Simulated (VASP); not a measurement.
Here is a VASP 6.6.1 calculation.

Contents of INCAR:

```
PREC     = Accurate       # precision mode
ENCUT    = 630            # plane-wave cutoff, eV
EDIFF    = 1E-7           # SCF threshold, eV
ISMEAR   = 0              # smearing method
SIGMA    = 0.1            # smearing width, eV
LREAL    = F              # projectors in reciprocal space
LASPH    = T              # aspherical terms in the spheres
NELM     = 120            # most SCF steps
ALGO     = Normal         # electronic algorithm
ISIF     = 3              # what is computed and relaxed
LWAVE    = F              # write WAVECAR
LCHARG   = F              # write CHGCAR
GGA      = PE             # functional
IBRION   = 2              # ionic algorithm
NSW      = 90             # ionic steps
EDIFFG   = -0.04          # ionic threshold
GGA_COMPAT= F            
NELMIN   = 4
```

Contents of KPOINTS:

```
Automatic mesh
0
Gamma
  6 6 2
```

Contents of POSCAR:

```
CdS3
1.0
    3.0718743000      0.0000000000      0.0000000000
    0.0000000000      3.0718743000      0.0000000000
    0.0000000000      0.0000000000     10.1113588200
Cd S
1 3
Direct
    0.0000000000      0.0000000000      0.0000000000
    0.5000000000      0.5000000000      0.7342755200
    0.0000000000      0.0000000000      0.5000000000
    0.5000000000      0.5000000000      0.2657244800
```

Potentials or basis: VASP PAW PBE potentials, release 64 (Cd_sv_GW, S).

Launch:

```bash
$ cat potpaw_PBE.64/Cd_sv_GW/POTCAR potpaw_PBE.64/S/POTCAR > POTCAR
$ mpirun -np 1 vasp_std > vasp.out
```

**Question.** What does it give for the space group after relaxing (to 0.1 Å)?

**Answer.** P4/mmm (No. 123).

**Question.** Estimate the relaxed cell.

**Answer.** a = 2.537 Å, b = 2.537 Å, c = 13.186 Å, α = 90.00°, β = 90.00°, γ = 90.00°.

Final structure:
```
Cd S
1.0
     2.53725    0.00000    0.00000
     0.00000    2.53725    0.00000
     0.00000    0.00000   13.18621
Cd S
1 3
Cartesian
  2.5372 0.0000 0.0000
  1.2686 1.2686 10.2362
  2.5372 0.0000 6.5931
  1.2686 1.2686 2.9500
```

Caveat: a cell axis changed by over 15 % at a fixed basis, so the end point is rough.
